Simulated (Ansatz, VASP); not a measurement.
**GaN in VASP and in Ansatz**

The input INCAR:

```
SYSTEM = GaN
ALGO = Normal
EDIFF = 1E-7
ENCUT = 520
GGA = PS
ISIF = 2
ISMEAR = 0
LASPH = .TRUE.
LCHARG = .TRUE.
LELF = .TRUE.
LREAL = .FALSE.
LVHAR = .TRUE.
LWAVE = .FALSE.
NBANDS = 26
NELM = 60
PREC = Accurate
SIGMA = 0.05
```

File KPOINTS:

```
k-points
0
G
  8 8 6
  0 0 0
```

File POSCAR:

```
GaN
1.0
    0.0000000000     -2.2490913701     -2.2490913701
    0.0000000000      2.2490913701     -2.2490913701
    4.4981827401      0.0000000000      0.0000000000
Ga N
2 2
Direct
    0.4984372640      0.4984372640      0.5000000000
    0.0015627360      0.0015627360      0.0000000000
    0.0128940960      0.4871059040      0.2500000000
    0.4871059040      0.0128940960      0.7500000000
```

Input for Ansatz:

```yaml
crystal:
  lattice:
    - [0.0, -2.2490913701, -2.2490913701]
    - [0.0, 2.2490913701, -2.2490913701]
    - [4.4981827401, 0.0, 0.0]
  atoms:
    - { symbol: Ga, position: [0.498437264, 0.498437264, 0.5] }
    - { symbol: Ga, position: [0.001562736, 0.001562736, 0.0] }
    - { symbol: "N", position: [0.012894096, 0.487105904, 0.25] }
    - { symbol: "N", position: [0.487105904, 0.012894096, 0.75] }
basis:
  ecutwfc: 520.0
kpoints:
  mp_grid: { grid: [8, 8, 6] }
hamiltonian:
  xc: pbesol
  pseudopotentials: { kind: paw, azcp: { folder: soft_1 } }
scf:
  occupations: { method: gaussian, width: 0.05 }
output:
  forces: true
  stress: true
  eigenvalues: true
```

Change from the starting cell: mode 11 frozen in at -0.058 Å, equal normal strain along x and y +0.0000.

Alike in both runs: task single point; functional PBEsol; k mesh 8 × 8 × 6; occupations gaussian, width 0.05 eV; no spin polarisation.

```csv
,VASP,Ansatz
version,VASP 6.6.1,Ansatz 0.2.0
potentials or method,"VASP PAW PBE potentials, release 64 (Ga_d, N), cutoff 520 eV","scalar-relativistic, plane waves, PAW"
valence electrons in the cell,36,36
```

```csv
,VASP,Ansatz,Ansatz less VASP
gap on the k mesh at the Fermi level (eV),1.70,1.69,-0.015
least direct gap on the mesh (eV),1.70,1.69,-0.015
pressure (GPa),0.3,0.6,+0.23
"traceless stress, the component that is largest in VASP (GPa)",-0.39,-0.39,-0.003
rms of the force components (eV/Å),0.505,0.510,+0.0048
```

VASP's potentials were made for PBE, not for PBEsol, and Ansatz warns of the same on its side. Atom by atom the forces differ by 0.005 eV/Å (rms over components). The functional is the same, so the differences come from potentials, cutoffs and numerics.
